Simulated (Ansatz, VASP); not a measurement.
One calculation of Al9N, two programs

Contents of INCAR:

```
SYSTEM = Al9N
PREC = Accurate
ENCUT = 520
EDIFF = 1E-7
ISMEAR = 0
SIGMA = 0.1
LREAL = Auto
LASPH = .True.
NELM = 60
ALGO = Normal
ISIF = 2
LWAVE = .False.
LCHARG = .True.
LDIPOL = .True.
IDIPOL = 3
DIPOL = 0.5 0.5 0.297
GGA = PE
LELF = .True.
LVHAR = .True.
LVACPOTAV = .True.
NBANDS = 48
```

KPOINTS

```
Automatic mesh
0
Gamma
  5 3 1
  0 0 0
```

POSCAR

```
Al9N
1.0
    5.7070863110      0.0000000000      0.0000000000
   -1.4267715777      9.7014842372      0.0000000000
    0.0000000000      0.0000000000     22.7903703877
Al N
18 2
Direct
    0.2662216041      0.0648864163      0.1755127245
    0.7662216041      0.0648864163      0.1755127245
    0.3354806058      0.3419224231      0.2192029851
    0.8354806058      0.3419224231      0.2192029851
    0.1493324061      0.5973296244      0.2279410371
    0.6493324061      0.5973296244      0.2279410371
    0.4631842064      0.8527368258      0.2366790893
    0.9631842064      0.8527368258      0.2366790893
    0.0319772075      0.1277109158      0.2808262501
    0.5319772075      0.1277109158      0.2808262501
    0.0997917578      0.4042231245      0.3301071117
    0.5997917578      0.4042231245      0.3301071117
    0.4144000538      0.6596656467      0.3369822073
    0.9144000538      0.6596656467      0.3369822073
    0.2263076930      0.9110819227      0.3449259125
    0.7263076930      0.9110819227      0.3449259125
    0.2962427187      0.1814071959      0.3857054641
    0.7962427187      0.1814071959      0.3857054641
    0.3421762013      0.9110819227      0.4348490270
    0.6104391846      0.9110819227      0.4348490270
```

Input for Ansatz:

```yaml
crystal:
  lattice:
    - [5.707086311, 0.0, 0.0]
    - [-1.4267715777, 9.7014842372, 0.0]
    - [0.0, 0.0, 22.7903703877]
  atoms:
    - { symbol: Al, position: [0.2662216041, 0.0648864163, 0.1755127245] }
    - { symbol: Al, position: [0.7662216041, 0.0648864163, 0.1755127245] }
    - { symbol: Al, position: [0.3354806058, 0.3419224231, 0.2192029851] }
    - { symbol: Al, position: [0.8354806058, 0.3419224231, 0.2192029851] }
    - { symbol: Al, position: [0.1493324061, 0.5973296244, 0.2279410371] }
    - { symbol: Al, position: [0.6493324061, 0.5973296244, 0.2279410371] }
    - { symbol: Al, position: [0.4631842064, 0.8527368258, 0.2366790893] }
    - { symbol: Al, position: [0.9631842064, 0.8527368258, 0.2366790893] }
    - { symbol: Al, position: [0.0319772075, 0.1277109158, 0.2808262501] }
    - { symbol: Al, position: [0.5319772075, 0.1277109158, 0.2808262501] }
    - { symbol: Al, position: [0.0997917578, 0.4042231245, 0.3301071117] }
    - { symbol: Al, position: [0.5997917578, 0.4042231245, 0.3301071117] }
    - { symbol: Al, position: [0.4144000538, 0.6596656467, 0.3369822073] }
    - { symbol: Al, position: [0.9144000538, 0.6596656467, 0.3369822073] }
    - { symbol: Al, position: [0.226307693, 0.9110819227, 0.3449259125] }
    - { symbol: Al, position: [0.726307693, 0.9110819227, 0.3449259125] }
    - { symbol: Al, position: [0.2962427187, 0.1814071959, 0.3857054641] }
    - { symbol: Al, position: [0.7962427187, 0.1814071959, 0.3857054641] }
    - { symbol: "N", position: [0.3421762013, 0.9110819227, 0.434849027] }
    - { symbol: "N", position: [0.6104391846, 0.9110819227, 0.434849027] }
basis:
  ecutwfc: 420
kpoints:
  mp_grid: { grid: [5, 3, 1] }
hamiltonian:
  xc: pbe
  pseudopotentials: { kind: paw, azcp: { folder: soft_1 } }
scf:
  occupations: { method: gaussian, width: 0.1 }
output:
  forces: true
  eigenvalues: true
efield:
  axis: 3
  dipole_correction: true
  ramp_width: 0.04
```

Alike in both runs: task single point; functional PBE; k mesh 5 × 3 × 1; occupations gaussian, width 0.1 eV; no spin polarisation.

```csv
,VASP,Ansatz
version,VASP 6.6.1,Ansatz 0.2.0
potentials or method,"VASP PAW PBE potentials, release 64 (Al, N), cutoff 520 eV","scalar-relativistic, plane waves, PAW"
valence electrons in the cell,64,64
```

```tsv
	VASP	Ansatz	Ansatz less VASP
gap on the k mesh at the Fermi level (eV)	none	none	-
rms of the force components (eV/Å)	1.229	1.241	+0.0127
work function, face that differs most (eV)	5.25	5.24	-0.004
```

Atom by atom the forces differ by 0.013 eV/Å (rms over components). A gap of «none» marks a metal or a gap that the smearing closes.
